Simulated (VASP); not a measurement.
# Be (P6_3/mmc) in VASP: notebook, part 2 of 2

VASP 6.6.1.

**4. Single point, PBE+D3(BJ)**

Input file INCAR:

```
PREC = Accurate ; ENCUT = 600
EDIFF = 1E-6 ; ISMEAR = -1
SIGMA = 0.15 ; LREAL = F
LASPH = T ; NELM = 120
ALGO = Normal ; ISIF = 2
LWAVE = F ; LCHARG = F
GGA = PE ; IVDW = 12
NBANDS = 9 ; GGA_COMPAT = F
```

Input file KPOINTS:

```
regular mesh
0
Gamma
  21 21 12
```

Input file POSCAR:

```
Be
1.0
    2.2150643472      0.0000000000      0.0000000000
   -1.1075321736      1.9183019957      0.0000000000
    0.0000000000      0.0000000000      3.4983638154
Be
2
Direct
    0.3333333333      0.6666666667      0.2500000000
    0.6666666667      0.3333333333      0.7500000000
```

Potentials or basis: VASP PAW PBE potentials, release 64 (Be).

The run is started by

```bash
$ cat potpaw_PBE.64/Be/POTCAR > POTCAR
$ mpirun -np 1 vasp_std > vasp.out
```

OUTCAR:

```text
PREC = Accurate
   ENCUT = 600
   EDIFF = 1E-6
   ISMEAR = -1
   LREAL = F
   LASPH = T
   NELM = 120
   ISIF = 2
   GGA = PE
   IVDW = 12
 IVDW          = 12

 ion  position               nearest neighbor table
   1  0.333  0.667  0.250-   2 2.17   2 2.17   2 2.17   2 2.17   2 2.17   2 2.17
   2  0.667  0.333  0.750-   1 2.17   1 2.17   1 2.17   1 2.17   1 2.17   1 2.17

  LATTYP: Found a hexagonal cell.
 ALAT       =     2.2150643472
 C/A-ratio  =     1.5793508752

  Lattice vectors:

 A1 = (   2.2150643472,   0.0000000000,   0.0000000000)
 A2 = (  -1.1075321736,   1.9183019957,   0.0000000000)
 A3 = (   0.0000000000,   0.0000000000,   3.4983638154)

Analysis of symmetry for initial positions (statically):
=====================================================================
 Subroutine PRICEL returns:
 Original cell was already a primitive cell.

 Routine SETGRP: Setting up the symmetry group for a
 hexagonal supercell.

 Subroutine GETGRP returns: Found 24 space group operations
 (whereof 12 operations were pure point group operations)
 out of a pool of 24 trial point group operations.

The static configuration has the point symmetry D_3d.
 The point group associated with its full space group is D_6h.

Analysis of symmetry for dynamics (positions and initial velocities):
=====================================================================
 Subroutine PRICEL returns:
 Original cell was already a primitive cell.

 Routine SETGRP: Setting up the symmetry group for a
 hexagonal supercell.

 Subroutine GETGRP returns: Found 24 space group operations
 (whereof 12 operations were pure point group operations)
 out of a pool of 24 trial point group operations.

The dynamic configuration has the point symmetry D_3d.
 The point group associated with its full space group is D_6h.

 Subroutine INISYM returns: Found 24 space group operations
 (whereof 12 operations are pure point group operations),
 and found     1 'primitive' translations

[... 120 lines left out ...]
   LHFCALC =     F    Hartree Fock is set to
   AEXX    =    0.0000 exact exchange contribution
   IVDW    =    12    specifies the selected vdW correction
   LEPSILON=     F    determine dielectric tensor
   LRPA    =     F    only Hartree local field effects (RPA)
 non-spin polarized calculation
  energy-cutoff  :      600.00
  volume of cell :       14.87
 maximum number of plane-waves:       515
 NGX is ok and might be reduce to    18
   NGX =  9   NGY =  9   NGZ = 13

 number of electron       4.0000000 magnetization

 Free energy of the ion-electron system (eV)
  ---------------------------------------------------
  ext. energy  EPLUGINS =         0.00000000
  ---------------------------------------------------
  free energy    TOTEN  =        -7.51223559 eV

  energy without entropy =       -7.50021510  energy(sigma->0) =       -7.50622534

 E-fermi :   7.5966     XC(G=0): -10.8106

 val. band max:        7.5778074218   @ k =   0.3333   0.0476   0.0000
 cond. band min:       7.6167267588   @ k =   0.3333   0.2857   0.0833
 fundamental gap:      0.0389193371
 Fermi energy:         7.5965980041

 k-point     1 :       0.0000    0.0000    0.0000
  band No.  band energies     occupation
      1      -4.1511      2.00000
      2       2.8459      2.00000
      3       8.8180      0.00058
      4      24.3962      0.00000
      5      24.3962      0.00000
      6      27.3523      0.00000
      7      27.3523      0.00000
      8      29.4678      0.00000
      9      35.7366      0.00000
[... 265 lines left out ...]
 k-point    24 :       0.1905    0.0952    0.0000
  band No.  band energies     occupation
      1      -2.2760      2.00000
      2       5.3356      2.00000
      3       9.0403      0.00013
      4      16.2098      0.00000
      5      18.6461      0.00000
      6      24.5884      0.00000
      7      25.4511      0.00000
      8      26.4897      0.00000
      9      30.3379      0.00000

 [... further k-points ...]

------------------------ aborting loop because EDIFF is reached ----------------------------------------

 Edisp (eV)   -0.75716

 E8    (eV) :    -0.2626

  FORCE on cell =-STRESS in cart. coord.  units (eV):
  Direction    XX          YY          ZZ          XY          YZ          ZX
  --------------------------------------------------------------------------------------
  -------------------------------------------------------------------------------------
  Total       0.01782     0.01782     0.02251     0.00000     0.00000     0.00000
  in kB       1.92041     1.92041     2.42660     0.00000     0.00000     0.00000
  external pressure =        2.09 kB  Pullay stress =        0.00 kB

 VOLUME and BASIS-vectors are now :
 -----------------------------------------------------------------------------
  energy-cutoff  :      600.00
  volume of cell :       14.87
      direct lattice vectors                 reciprocal lattice vectors
     2.215064347  0.000000000  0.000000000     0.451454154  0.260647177  0.000000000
    -1.107532174  1.918301996  0.000000000     0.000000000  0.521294354  0.000000000
     0.000000000  0.000000000  3.498363815     0.000000000  0.000000000  0.285847914

 POSITION                                       TOTAL-FORCE (eV/Angst)
 -----------------------------------------------------------------------------------
     -0.00000      1.27887      0.87459         0.000000     -0.000000      0.000000
      1.10753      0.63943      2.62377        -0.000000      0.000000      0.000000
 -----------------------------------------------------------------------------------
    total drift:                                0.000000     -0.000000      0.000000

  FREE ENERGIE OF THE ION-ELECTRON SYSTEM (eV)
  ---------------------------------------------------
  free  energy   TOTEN  =        -8.2693953713 eV

  energy  without entropy=       -8.2573748733  energy(sigma->0) =       -8.26338512
```

OSZICAR:

```text
N       E                     dE             d eps       ncg     rms          rms(c)
DAV:   1    -0.180682447250E+01   -0.18068E+01   -0.19680E+03  6096   0.413E+02
DAV:   2    -0.753182411761E+01   -0.57250E+01   -0.55934E+01  9046   0.627E+01
DAV:   3    -0.758825858086E+01   -0.56434E-01   -0.56226E-01  6900   0.426E+00
DAV:   4    -0.758833756461E+01   -0.78984E-04   -0.78977E-04  7531   0.168E-01
DAV:   5    -0.758833761403E+01   -0.49423E-07   -0.49774E-07  6742   0.399E-03    0.129E+00
DAV:   6    -0.753312240159E+01    0.55215E-01   -0.79685E-03  6560   0.955E-01    0.791E-01
DAV:   7    -0.751226161042E+01    0.20861E-01   -0.82117E-03  6517   0.980E-01    0.328E-02
DAV:   8    -0.751223739812E+01    0.24212E-04   -0.15998E-05  6599   0.331E-02    0.113E-02
DAV:   9    -0.751223565377E+01    0.17443E-05   -0.31953E-06  6938   0.152E-02    0.106E-03
DAV:  10    -0.751223559307E+01    0.60700E-07   -0.17376E-09  3821   0.292E-04
   1 F= -.82693954E+01 E0= -.82633851E+01  d E =-.120205E-01
```

It took 26 s on 1 thread of Intel Xeon Platinum 8488C (Sapphire Rapids), shared host; peak memory 0.17 GiB.

What came out:

```yaml
Free_energy: -8.2694 eV
Pressure: 0.2 GPa
Band_gap_on_the_k_mesh: zero (band 2 reaches 8.56 eV, above the bottom of band 3 at 6.41 eV)
Dispersion_energy_per_atom: -0.379 eV
```

Caveat: pairwise dispersion overbinds metals, which lowers pressure and volume.

**5. Relaxation of cell and atoms, PBE+D3(BJ)**

Input file INCAR:

```
ALGO     = Normal         # electronic algorithm
EDIFF    = 1E-7           # SCF threshold, eV
EDIFFG   = -0.001         # ionic threshold
ENCUT    = 600            # plane-wave cutoff, eV
GGA      = PE             # functional
GGA_COMPAT= False        
IBRION   = 2              # ionic algorithm
ISIF     = 3              # what is computed and relaxed
ISMEAR   = -1             # smearing method
IVDW     = 12             # dispersion correction
LASPH    = True           # aspherical terms in the spheres
LCHARG   = False          # write CHGCAR
LREAL    = False          # projectors in reciprocal space
LWAVE    = False          # write WAVECAR
NELM     = 120            # most SCF steps
NELMIN   = 4            
NSW      = 80             # ionic steps
PREC     = Accurate       # precision mode
SIGMA    = 0.15           # smearing width, eV
```

Input file KPOINTS:

```
k-points
0
Gamma
  21 21 12
```

Input file POSCAR:

```
Be
1.0
    2.2142215394      0.0000000000      0.0000000000
   -1.1071107697      1.9175721027      0.0000000000
    0.0000000000      0.0000000000      3.5000027207
Be
2
Direct
    0.3333333333      0.6666666667      0.2500000000
    0.6666666667      0.3333333333      0.7500000000
```

The run is started by

```bash
$ cat potpaw_PBE.64/Be/POTCAR > POTCAR
$ mpirun -np 1 vasp_std > vasp.out
```

Wall time 38 s (1 thread of Intel Xeon Platinum 8488C (Sapphire Rapids), shared host); peak memory 0.16 GiB.

It converged, with:

```yaml
Free_energy: -8.2694 eV
Relaxed_volume: 7.44 Å³/atom
Relaxed_cell: a = 2.216 Å, b = 2.216 Å, c = 3.500 Å, α = 90.00°, β = 90.00°, γ = 120.00°
Space_group_after_relaxing_to_0.05_Å: P6_3/mmc (No. 194)
Energy_gained_by_relaxing: 0.0 meV/atom
Ionic_steps: 4
Pressure_after_relaxing: 0.0 GPa
Band_gap_on_the_k_mesh: zero (band 2 reaches 8.54 eV, above the bottom of band 3 at 6.39 eV)
Dispersion_energy_per_atom: -0.378 eV
```

Final structure:
```cif
data_structure
_symmetry_space_group_name_H-M 'P 1'
_symmetry_Int_Tables_number 1
_cell_length_a 2.2162
_cell_length_b 2.2162
_cell_length_c 3.5005
_cell_angle_alpha 90.000
_cell_angle_beta 90.000
_cell_angle_gamma 120.000
_cell_volume 14.89
loop_
_atom_site_label
_atom_site_type_symbol
_atom_site_fract_x
_atom_site_fract_y
_atom_site_fract_z
_atom_site_occupancy
Be1 Be 0.33333 0.66667 0.25000 1
Be2 Be 0.66667 0.33333 0.75000 1
```

Levels at points of the mesh, in eV from the Fermi level:
| k point | band 1 | band 2 | band 3 | band 4 | band 5 |
| --- | --- | --- | --- | --- | --- |
| (0.00, 0.00, 0.00) | -11.74 | -4.75 | 1.21 | 16.78 | 16.78 |
| (0.00, 0.00, 0.50) | -9.54 | -9.54 | 11.07 | 11.07 | 18.50 |

Caveat: pairwise dispersion overbinds metals, which lowers pressure and volume.

**6. The runs side by side**

```csv
task,cell,smearing,gap on the mesh (eV),pressure (GPa),relaxed volume (Å³/atom)
relaxation of cell and atoms,"relaxed from a = 2.224, b = 2.224, c = 3.474 Å, angles 90.0, 90.0, 120.0°, 2 atoms",gaussian 0.1 eV,none,0.0,7.44
relaxation of cell and atoms,"relaxed from a = 2.214, b = 2.214, c = 3.500 Å, angles 90.0, 90.0, 120.0°, 2 atoms",fermi-dirac 0.15 eV,none,0.0,7.44
single point,"a = 2.215, b = 2.215, c = 3.498 Å, angles 90.0, 90.0, 120.0°, 2 atoms",fermi-dirac 0.15 eV,none,0.2,-
```

Alike in all rows: level PBE+D3(BJ); potentials or basis VASP PAW PBE potentials, release 64 (Be); no spin polarisation; k mesh 21 × 21 × 12; cutoff (eV) 600.

Caveats: pairwise dispersion overbinds metals, which lowers pressure and volume.

Absolute energies hang on the potentials; compare differences alone.
